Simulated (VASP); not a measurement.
# W in VASP: a series of runs, part 3 of 3

VASP 6.6.1.

## (4) Single point, r2SCAN (uniaxial strain along a: +2.0 %, then relaxed in part)

Input file POSCAR:

```
W
1.0
    3.2317690918      0.0000000000      0.0000000000
    0.0000000000      3.1513132248      0.0000000000
    0.0000000000      0.0000000000      3.1513132248
W
2
Direct
    0.0000000000      0.0000000000      0.0000000000
    0.5000000000      0.5000000000      0.5000000000
```

Input file INCAR.step1:

```
SYSTEM = W
PREC = Accurate ; ENCUT = 520
ISMEAR = 0 ; SIGMA = 0.1
LREAL = .FALSE. ; LASPH = .TRUE.
NELM = 100 ; NBANDS = 21
GGA = PE ; ALGO = Normal
EDIFF = 1E-4 ; LWAVE = .TRUE.
LCHARG = .FALSE.
```

Input file INCAR.step2:

```
SYSTEM = W
PREC = Accurate ; ENCUT = 520
EDIFF = 1E-6 ; ISMEAR = 0
SIGMA = 0.1 ; LREAL = .FALSE.
LASPH = .TRUE. ; NELM = 100
ALGO = Normal ; ISIF = 2
LWAVE = .FALSE. ; LCHARG = .FALSE.
METAGGA = R2SCAN ; LMIXTAU = .TRUE.
NBANDS = 21 ; ISTART = 1
```

Input file KPOINTS:

```
Automatic mesh
0
G
  16 16 16
  0 0 0
```

Potentials or basis: VASP PAW PBE potentials, release 64 (W_sv).

Command:

```
cat potpaw_PBE.64/W_sv/POTCAR > POTCAR
cp INCAR.step1 INCAR
mpirun -np 1 vasp_std > vasp.out
cp INCAR.step2 INCAR
mpirun -np 1 vasp_std > vasp.out
```

OUTCAR:

```text
SYSTEM = W
   PREC = Accurate
   ENCUT = 520
   EDIFF = 1E-6
   ISMEAR = 0
   LREAL = .FALSE.
   LASPH = .TRUE.
   NELM = 100
   ISIF = 2
   METAGGA = R2SCAN
   ISTART = 1

 ion  position               nearest neighbor table
   1  0.000  0.000  0.000-   2 2.75   2 2.75   2 2.75   2 2.75   2 2.75   2 2.75   2 2.75   2 2.75

   2  0.500  0.500  0.500-   1 2.75   1 2.75   1 2.75   1 2.75   1 2.75   1 2.75   1 2.75   1 2.75

  LATTYP: Found a simple tetragonal cell.
 ALAT       =     3.1513132248
 C/A-ratio  =     1.0255309013

  Lattice vectors:

 A1 = (   0.0000000000,   3.1513132248,   0.0000000000)
 A2 = (   0.0000000000,   0.0000000000,   3.1513132248)
 A3 = (   3.2317690918,   0.0000000000,   0.0000000000)

Analysis of symmetry for initial positions (statically):
=====================================================================
 Subroutine PRICEL returns following result:

  LATTYP: Found a body centered tetragonal cell.
 ALAT       =     3.1513132248
 C/A-ratio  =     1.0255309013

  Lattice vectors:

 A1 = (  -1.6158845459,   1.5756566124,   1.5756566124)
 A2 = (  -1.6158845459,  -1.5756566124,  -1.5756566124)
 A3 = (   1.6158845459,  -1.5756566124,   1.5756566124)

   2 primitive cells build up your supercell.

 Routine SETGRP: Setting up the symmetry group for a
 simple tetragonal supercell.

 Subroutine GETGRP returns: Found 16 space group operations
 (whereof 16 operations were pure point group operations)
 out of a pool of 16 trial point group operations.

The static configuration has the point symmetry D_4h.

Analysis of symmetry for dynamics (positions and initial velocities):
=====================================================================
 Subroutine PRICEL returns following result:

  LATTYP: Found a body centered tetragonal cell.
 ALAT       =     3.1513132248
 C/A-ratio  =     1.0255309013

  Lattice vectors:

 A1 = (  -1.6158845459,   1.5756566124,   1.5756566124)
 A2 = (  -1.6158845459,  -1.5756566124,  -1.5756566124)
 A3 = (   1.6158845459,  -1.5756566124,   1.5756566124)

   2 primitive cells build up your supercell.

 Routine SETGRP: Setting up the symmetry group for a
 simple tetragonal supercell.

 Subroutine GETGRP returns: Found 16 space group operations
 (whereof 16 operations were pure point group operations)
 out of a pool of 16 trial point group operations.

The dynamic configuration has the point symmetry D_4h.

 Subroutine INISYM returns: Found 16 space group operations
 (whereof 16 operations are pure point group operations),
 and found     2 'primitive' translations

----------------------------------------------------------------------------------------

                                     Primitive cell

  volume of cell :      16.0470

  direct lattice vectors                    reciprocal lattice vectors
    -1.615884546  1.575656612  1.575656612    -0.309428047  0.000000000  0.317328024
    -1.615884546 -1.575656612 -1.575656612    -0.309428047 -0.317328024  0.000000000
     1.615884546 -1.575656612  1.575656612     0.000000000 -0.317328024  0.317328024

  length of vectors
     2.752538898  2.752538898  2.752538898     0.443218673  0.443218673  0.448769596

  position of ions in fractional coordinates (direct lattice)
     0.000000000  0.000000000  0.000000000

  ion indices of the primitive-cell ions
   primitive index   ion index
                 1           1

----------------------------------------------------------------------------------------

 KPOINTS: Automatic mesh

Automatic generation of k-mesh.
 Grid dimensions read from file:
 generate k-points for:   16   16   16

 Generating k-lattice:

  Cartesian coordinates                     Fractional coordinates (reciprocal lattice)
     0.019339253  0.000000000  0.000000000     0.062500000  0.000000000  0.000000000
     0.000000000  0.019833002  0.000000000     0.000000000  0.062500000  0.000000000
     0.000000000  0.000000000  0.019833002     0.000000000  0.000000000  0.062500000

  Length of vectors
     0.019339253  0.019833002  0.019833002

  Shift w.r.t. Gamma in fractional coordinates (k-lattice)
     0.000000000  0.000000000  0.000000000

 Subroutine IBZKPT returns following result:
 ===========================================

 Found    405 irreducible k-points:

 Following reciprocal coordinates:
            Coordinates               Weight
  0.000000  0.000000  0.000000      1.000000
  0.062500  0.000000  0.000000      2.000000
  0.125000  0.000000  0.000000      2.000000
  0.187500  0.000000  0.000000      2.000000
  0.250000  0.000000  0.000000      2.000000
  0.312500  0.000000  0.000000      2.000000
[... 16 lines left out ...]
  0.250000  0.125000  0.000000      8.000000
  0.312500  0.125000  0.000000      8.000000
 [... further k-points ...]
   k-points           NKPTS =    405   k-points in BZ     NKDIM =    405   number of bands    NBANDS=     21
   number of dos      NEDOS =    301   number of ions     NIONS =      2
   total plane-waves  NPLWV =  13824
   dimension x,y,z NGX =    24 NGY =   24 NGZ =   24
   dimension x,y,z NGXF=    48 NGYF=   48 NGZF=   48
   ions per type =               2
   NGX,Y,Z   is equivalent  to a cutoff of  12.35, 12.66, 12.66 a.u.
   NGXF,Y,Z  is equivalent  to a cutoff of  24.69, 25.32, 25.32 a.u.
 SYSTEM =  W
   PREC   = accura    normal or accurate (medium, high low for compatibility)
   ISTART =      1    job   : 0-new  1-cont  2-samecut
   ICHARG =      0    charge: 1-file 2-atom 10-const
   ISPIN  =      1    spin polarized calculation?
   LNONCOLLINEAR =      F non collinear calculations
   LSORBIT =      F    spin-orbit coupling
   LASPH  =      T    aspherical Exc in radial PAW
   ENCUT  =  520.0 eV  38.22 Ry    6.18 a.u.   6.01  5.86  5.86*2*pi/ulx,y,z
   NELM   =    100;   NELMIN=  2; NELMDL=  0     # of ELM steps
   EDIFF  = 0.1E-05   stopping-criterion for ELM
   LREAL  =      F    real-space projection
   EDIFFG = 0.1E-04   stopping-criterion for IOM
   NSW    =      0    number of steps for IOM
   IBRION =     -1    ionic relax: 0-MD 1-quasi-New 2-CG
   NFREE  =      0    steps in history (QN), initial steepest desc. (CG)
   ISIF   =      2    stress and relaxation
   ISYM   =      2    0-nonsym 1-usesym 2-fastsym
   POTIM  = 0.5000    time-step for ionic-motion
   TEBEG  =    0.0;   TEEND  =   0.0 temperature during run
   PSTRESS=    0.0 pullay stress
   NELECT =      28.0000    total number of electrons
   NUPDOWN=      -1.0000    fix difference up-down
   EMIN   =  10.00;   EMAX   =-10.00  energy-range for DOS
   EFERMI =   0.00;   METHOD = LEGACY
   ISMEAR =     0;   SIGMA  =   0.10  broadening in eV -4-tet -1-fermi 0-gaus
   EFERMI_NEDOS =   21; number of points for ismear=-14 and -15
   IALGO  =     38    algorithm
   IMIX   =      4    mixing-type and parameters
     AMIX     =   0.40;   BMIX     =  1.00
     AMIX_MAG =   1.60;   BMIX_MAG =  1.00
  volume/ion in A,a.u.               =      16.05       108.29
  Fermi-wavevector in a.u.,A,eV,Ry     =   1.564299  2.956096 33.293870  2.447030
  Thomas-Fermi vector in A             =   2.666943
   LORBIT       =      0    0 simple, 1 ext, 2 COOP (PROOUT), +10 PAW based schemes
   METAGGA = R2SCAN    functional components
   LHFCALC =     F    Hartree Fock is set to
   AEXX    =    0.0000 exact exchange contribution
   IVDW    =     0    specifies the selected vdW correction
   LEPSILON=     F    determine dielectric tensor
   LRPA    =     F    only Hartree local field effects (RPA)
 non-spin polarized calculation
 Gauss-broadening in eV      SIGMA  =   0.10
  energy-cutoff  :      520.00
  volume of cell :       32.09
 maximum number of plane-waves:       886
   NGX = 13   NGY = 11   NGZ = 11

 number of electron      28.0000002 magnetization

 Free energy of the ion-electron system (eV)
  ---------------------------------------------------
  ext. energy  EPLUGINS =         0.00000000
  ---------------------------------------------------
  free energy    TOTEN  =      -102.69003817 eV

  energy without entropy =     -102.68506845  energy(sigma->0) =     -102.68755331

 E-fermi :  11.1386     XC(G=0): -14.8808

 val. band max:       11.1381202384   @ k =   0.4375   0.0000   0.0000
 cond. band min:      11.1449789832   @ k =   0.1250   0.2500   0.0625
 fundamental gap:      0.0068587448
 Fermi energy:        11.1386245301

 k-point     1 :       0.0000    0.0000    0.0000
  band No.  band energies     occupation
      1     -65.0205      2.00000
      2     -64.7714      2.00000
      3     -28.8674      2.00000
      4     -28.7943      2.00000
      5     -28.7943      2.00000
      6     -27.9038      2.00000
[... 550 lines left out ...]
      5     -28.4681      2.00000
      6     -28.4462      2.00000
[... 13 lines left out ...]
     20      16.2482      0.00000
     21      24.3828      0.00000

 [... further k-points ...]
[... 5 lines left out ...]
  --------------------------------------------------------------------------------------
  -------------------------------------------------------------------------------------
  Total       -1.2925533      0.2365710      0.2365710      0.0000000      0.0000000      0.0000000
  in kB      -64.5261228     11.8099667     11.8099667      0.0000000      0.0000000      0.0000000
  external PRESSURE =     -13.6353965 kB  Pullay stress =       0.0000000 kB

 VOLUME and BASIS-vectors are now :
 -----------------------------------------------------------------------------
  energy-cutoff  :      520.00
  volume of cell :       32.09
      direct lattice vectors                 reciprocal lattice vectors
     3.231769092  0.000000000  0.000000000     0.309428047  0.000000000  0.000000000
     0.000000000  3.151313225  0.000000000     0.000000000  0.317328024  0.000000000
     0.000000000  0.000000000  3.151313225     0.000000000  0.000000000  0.317328024

 POSITION                                       TOTAL-FORCE (eV/Angst)
 -----------------------------------------------------------------------------------
      0.00000      0.00000      0.00000         0.000000      0.000000     -0.000000
      1.61588      1.57566      1.57566        -0.000000      0.000000      0.000000
 -----------------------------------------------------------------------------------
    total drift:                                0.000000      0.000000     -0.000000

  FREE ENERGIE OF THE ION-ELECTRON SYSTEM (eV)
  ---------------------------------------------------
  free  energy   TOTEN  =      -102.6900381676 eV

  energy  without entropy=     -102.6850684545  energy(sigma->0) =     -102.68755331
```

It took 14 min on 1 thread of Oxide Virtual Turin-like, shared host; peak memory 0.28 GiB.

Results:

```
Free energy            : -102.6900 eV
Pressure               : -1.4 GPa
Band gap on the k mesh : zero (bands 14 and 15 overlap by 1.21 eV)
```

Caveat: the cell differs from its parent crystal (uniaxial strain along a: +2.0 %, then relaxed in part); the PAW data sets were made with another functional, which shifts forces and pressure a little; spin-orbit coupling is left out, which moves the levels of the heavy elements.

## (5) Single point, r2SCAN (uniaxial strain along a: +2.0 %)

Input file POSCAR:

```
W
1.0
    3.2317690918      0.0000000000      0.0000000000
    0.0000000000      3.1525590651      0.0000000000
    0.0000000000      0.0000000000      3.1525590651
W
2
Direct
    0.0000000000      0.0000000000      0.0000000000
    0.5000000000      0.5000000000      0.5000000000
```

Input file INCAR.step1:

```
PREC = Accurate
ENCUT = 520
ISMEAR = 0
SIGMA = 0.1
LREAL = False
LASPH = True
NELM = 80
NBANDS = 21
GGA = PE
ALGO = Normal
EDIFF = 1E-4
LWAVE = True
LCHARG = False
```

Input file INCAR.step2:

```
PREC = Accurate
ENCUT = 520
EDIFF = 1E-6
ISMEAR = 0
SIGMA = 0.1
LREAL = False
LASPH = True
NELM = 80
ALGO = Normal
ISIF = 2
LWAVE = False
LCHARG = False
METAGGA = R2SCAN
LMIXTAU = True
NBANDS = 21
ISTART = 1
```

Input file KPOINTS:

```
Automatic mesh
0
Gamma
  16 16 16
```

Potentials or basis: VASP PAW PBE potentials, release 64 (W_sv).

Command:

```
cat potpaw_PBE.64/W_sv/POTCAR > POTCAR
cp INCAR.step1 INCAR
mpirun -np 1 vasp_std > vasp.out
cp INCAR.step2 INCAR
mpirun -np 1 vasp_std > vasp.out
```

OUTCAR:

```text
PREC = Accurate
   ENCUT = 520
   EDIFF = 1E-6
   ISMEAR = 0
   LREAL = False
   LASPH = True
   NELM = 80
   ISIF = 2
   METAGGA = R2SCAN
   ISTART = 1

 ion  position               nearest neighbor table
   1  0.000  0.000  0.000-   2 2.75   2 2.75   2 2.75   2 2.75   2 2.75   2 2.75   2 2.75   2 2.75

   2  0.500  0.500  0.500-   1 2.75   1 2.75   1 2.75   1 2.75   1 2.75   1 2.75   1 2.75   1 2.75

  LATTYP: Found a simple tetragonal cell.
 ALAT       =     3.1525590651
 C/A-ratio  =     1.0251256281

  Lattice vectors:

[... 209 lines left out ...]
      3     -28.8780      2.00000
      4     -28.8061      2.00000
      5     -28.8061      2.00000
      6     -27.9173      2.00000
[... 565 lines left out ...]
     20      16.2352      0.00000
     21      24.3589      0.00000

 [... further k-points ...]
[... 5 lines left out ...]
  --------------------------------------------------------------------------------------
  -------------------------------------------------------------------------------------
  Total       -1.3246377      0.1771161      0.1771161      0.0000000      0.0000000      0.0000000
  in kB      -66.0755659      8.8349032      8.8349032      0.0000000      0.0000000      0.0000000
  external PRESSURE =     -16.1352532 kB  Pullay stress =       0.0000000 kB

 VOLUME and BASIS-vectors are now :
 -----------------------------------------------------------------------------
  energy-cutoff  :      520.00
  volume of cell :       32.12
      direct lattice vectors                 reciprocal lattice vectors
     3.231769092  0.000000000  0.000000000     0.309428047  0.000000000  0.000000000
     0.000000000  3.152559065  0.000000000     0.000000000  0.317202622  0.000000000
     0.000000000  0.000000000  3.152559065     0.000000000  0.000000000  0.317202622

 POSITION                                       TOTAL-FORCE (eV/Angst)
 -----------------------------------------------------------------------------------
      0.00000      0.00000      0.00000        -0.000000      0.000000      0.000000
      1.61588      1.57628      1.57628         0.000000     -0.000000     -0.000000
 -----------------------------------------------------------------------------------
    total drift:                                0.000000      0.000000     -0.000000

  FREE ENERGIE OF THE ION-ELECTRON SYSTEM (eV)
  ---------------------------------------------------
  free  energy   TOTEN  =      -102.6902174596 eV

  energy  without entropy=     -102.6852274330  energy(sigma->0) =     -102.68772245
```

OUTCAR.step1:

```text
PREC = Accurate
   ENCUT = 520
   ISMEAR = 0
   LREAL = False
   LASPH = True
[... 819 lines left out ...]
      0.00000      0.00000      0.00000        -0.000000     -0.000000     -0.000000
      1.61588      1.57628      1.57628         0.000000      0.000000      0.000000
 -----------------------------------------------------------------------------------
    total drift:                                0.000000      0.000000     -0.000000

  FREE ENERGIE OF THE ION-ELECTRON SYSTEM (eV)
  ---------------------------------------------------
  free  energy   TOTEN  =       -25.8953191168 eV

  energy  without entropy=      -25.8893977347  energy(sigma->0) =      -25.89235843
```

OSZICAR.step1:

```text
N       E                     dE             d eps       ncg     rms          rms(c)
DAV:   1     0.269747726339E+03    0.26975E+03   -0.15764E+04 17058   0.155E+03
DAV:   2    -0.181153547497E+02   -0.28786E+03   -0.27978E+03 18499   0.457E+02
DAV:   3    -0.270726659388E+02   -0.89573E+01   -0.88047E+01 19368   0.794E+01
DAV:   4    -0.271548738504E+02   -0.82208E-01   -0.82124E-01 18481   0.812E+00
DAV:   5    -0.271557169023E+02   -0.84305E-03   -0.84304E-03 19340   0.843E-01    0.289E+01
DAV:   6    -0.261601801760E+02    0.99554E+00   -0.12047E+00 19038   0.107E+01    0.115E+01
DAV:   7    -0.259034332154E+02    0.25675E+00   -0.65926E-01 19452   0.731E+00    0.896E-01
DAV:   8    -0.258954381376E+02    0.79951E-02   -0.11846E-02 17378   0.114E+00    0.140E-01
DAV:   9    -0.258953335931E+02    0.10454E-03   -0.43336E-04 19355   0.188E-01    0.571E-02
DAV:  10    -0.258953191168E+02    0.14476E-04   -0.32393E-05  9261   0.622E-02
   1 F= -.25895319E+02 E0= -.25892358E+02  d E =-.592138E-02
```

It took 15 min on 1 thread of Oxide Virtual Turin-like, shared host; peak memory 0.28 GiB.

Results:

| Quantity | Value |
| --- | --- |
| Free energy | -102.6902 eV |
| Pressure | -1.6 GPa |
| Band gap on the k mesh | zero (bands 14 and 15 overlap by 1.21 eV) |

Caveat: the cell differs from its parent crystal (uniaxial strain along a: +2.0 %); the PAW data sets were made with another functional, which shifts forces and pressure a little; spin-orbit coupling is left out, which moves the levels of the heavy elements.

## (6) Summary

```tsv
task	cell	k mesh	cutoff (eV)	gap on the mesh (eV)	pressure (GPa)
relaxation of cell and atoms	relaxed from a = 2.746 Å, angles 109.5°, 1 atom, atomic positions A	18 × 18 × 18	600	none	0.0
single point	a = 3.073, b = 3.073, c = 3.225 Å, 2 atoms, atomic positions B	16 × 16 × 16	520	none	17.1
single point	a = 3.232, b = 3.151, c = 3.151 Å, 2 atoms, atomic positions B	16 × 16 × 16	520	none	-1.4
single point	a = 3.232, b = 3.153, c = 3.153 Å, 2 atoms, atomic positions B	16 × 16 × 16	520	none	-1.6
```

Alike in all rows: level r2SCAN; potentials or basis VASP PAW PBE potentials, release 64 (W_sv); no spin polarisation; smearing gaussian 0.1 eV.

Caveats: the PAW data sets were made with another functional, which shifts forces and pressure a little; spin-orbit coupling is left out, which moves the levels of the heavy elements; the cell stands under pressure (at least some runs).

Total energies depend on the potentials used, so only differences within one code and one set of settings carry meaning.
